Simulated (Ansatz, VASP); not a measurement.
## GaP in VASP and in Ansatz

```
CELL_PARAMETERS angstrom
-2.62546 2.62546 2.54054
2.62546 -2.62546 2.54054
2.62546 2.62546 -2.54054
ATOMIC_POSITIONS crystal
Ga 0.75000 0.25000 0.50000
Ga 0.00000 0.00000 0.00000
P 0.50000 0.50000 0.00000
P 0.25000 0.75000 0.50000
```

Alike in both runs: functional PBE; k mesh 4 × 4 × 4; occupations gaussian, width 0.1 eV; no spin polarisation.

Ansatz relaxed the structure, and its values are those at the end. VASP's run is a single point on that final structure, the one shown.

|  | VASP | Ansatz |
| --- | --- | --- |
| version | VASP 6.6.1 | Ansatz 0.2.0 |
| potentials or method | VASP PAW PBE potentials, release 64 (Ga_d, P), cutoff 520 eV | scalar-relativistic, plane waves, PAW |
| valence electrons in the cell | 36 | 36 |

|  | VASP | Ansatz | Ansatz less VASP |
| --- | --- | --- | --- |
| gap on the k mesh at the Fermi level (eV) | none | none | - |
| pressure (GPa) | -0.1 | -0.1 | -0.02 |

A gap of «none» marks a metal or a gap that the smearing closes. With one functional, cell and mesh, what is left measures potentials, basis and numerics.

The k mesh is coarse, so the values compare programs but aren't converged.
